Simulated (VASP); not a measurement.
The system is ZnO.

```
CELL_PARAMETERS angstrom
3.24931 0.00000 0.00000
-1.62465 2.81398 0.00000
0.00000 0.00000 5.20571
ATOMIC_POSITIONS crystal
Zn 0.66667 0.33333 0.00000
Zn 0.33333 0.66667 0.50000
O 0.33333 0.66667 0.87901
O 0.66667 0.33333 0.37901
```

Base run:

| Quantity | Value |
| --- | --- |
| Program | VASP 6.6.1 |
| Functional | BLYP |
| Potentials or basis | VASP PAW PBE potentials, release 64 (Zn, O) |
| Cutoff | 520 eV |
| k mesh | 9 × 9 × 5 |
| Occupations | fermi-dirac, width 0.05 eV |
| Spin | no spin polarisation |

Its results: band gap on the k mesh 0.96 eV; pressure 10.4 GPa; largest force 0.074 eV/Å.

Problem. After a change of settings the same cell gave: band gap on the k mesh 0.81 eV; pressure 5.3 GPa; largest force 0.073 eV/Å. Which change was it?
A. functional from BLYP to PBE-based screened hybrid with 15 % exact exchange; k mesh from 9 × 9 × 5 to 5 × 5 × 3
B. functional from BLYP to r2SCAN; dispersion from none to rVV10
C. functional from BLYP to b88 exchange, pbe correlation; cutoff from 520 eV to 600 eV
D. functional from BLYP to PBE-based screened hybrid with 50 % exact exchange; k mesh from 9 × 9 × 5 to 5 × 5 × 3

Solution. C.

Caveats: the cell stands under pressure; the PAW data sets were made with another functional, which shifts forces and pressure a little.
